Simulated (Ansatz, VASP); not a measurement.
# One calculation of NaCl, two programs

Contents of INCAR:

```
PREC     = Accurate       # precision mode
ENCUT    = 520            # plane-wave cutoff, eV
EDIFF    = 1E-6           # SCF threshold, eV
ISMEAR   = -1             # smearing method
SIGMA    = 0.02           # smearing width, eV
LREAL    = F              # projectors in reciprocal space
LASPH    = T              # aspherical terms in the spheres
NELM     = 80             # most SCF steps
ALGO     = Normal         # electronic algorithm
ISIF     = 2              # what is computed and relaxed
LWAVE    = F              # write WAVECAR
LCHARG   = F              # write CHGCAR
GGA      = PE             # functional
NBANDS   = 14             # bands
```

File KPOINTS:

```
regular mesh
0
Gamma
  8 8 8
```

POSCAR

```
NaCl
1.0
   -0.0074094547      3.0872727775      3.0872727775
    3.0872727775     -0.0074094547      3.0872727775
    3.0798633228      3.0798633228      0.0000000000
Na Cl
1 1
Direct
   -0.0005411616     -0.0005411616      0.0005411616
    0.2505411616      0.2505411616      0.2494588384
```

Input for Ansatz:

```yaml
crystal:
  lattice:
    - [-0.0074094547, 3.0872727775, 3.0872727775]
    - [3.0872727775, -0.0074094547, 3.0872727775]
    - [3.0798633228, 3.0798633228, 0.0]
  atoms:
    - { symbol: Na, position: [-0.0005411616, -0.0005411616, 0.0005411616] }
    - { symbol: Cl, position: [0.2505411616, 0.2505411616, 0.2494588384] }
kpoints:
  mp_grid: { grid: [8, 8, 8] }
  band_path:
    path:
      - [0.0, 0.0, 0.0]
      - [-0.5, -0.5, 0.0]
      - [-0.375, -0.375, 0.25]
      - [-0.375, 0.0, 0.375]
      - [0.0, 0.0, 0.5]
      - [-0.5, -0.25, 0.25]
    npoints: 1
hamiltonian:
  xc: pbe
scf:
  occupations: { method: fermi_dirac, width: 0.02 }
  n_extra_bands: 4
output:
  forces: true
  stress: true
  eigenvalues: true
```

Change from the starting cell: shear_xy strain -0.5%.

Alike in both runs: task single point; functional PBE; k mesh 8 × 8 × 8; occupations fermi-dirac, width 0.02 eV; no spin polarisation.

|  | VASP | Ansatz |
| --- | --- | --- |
| version | VASP 6.6.1 | Ansatz 0.2.0 |
| potentials or method | VASP PAW PBE potentials, release 64 (Na_pv, Cl) | plane waves, PAW |
| plane-wave cutoff (eV) | 520 | 420 |
| valence electrons in the cell | 14 | 16 |

|  | VASP | Ansatz | Ansatz less VASP |
| --- | --- | --- | --- |
| gap on the k mesh at the Fermi level (eV) | 4.93 | 4.94 | +0.001 |
| pressure (GPa) | 0.7 | 0.7 | +0.01 |

The functional is the same, so the differences come from potentials, cutoffs and numerics. VASP's potentials hold 14 valence electrons a cell and Ansatz's 16, so a difference there can come from the potentials and not from the codes.
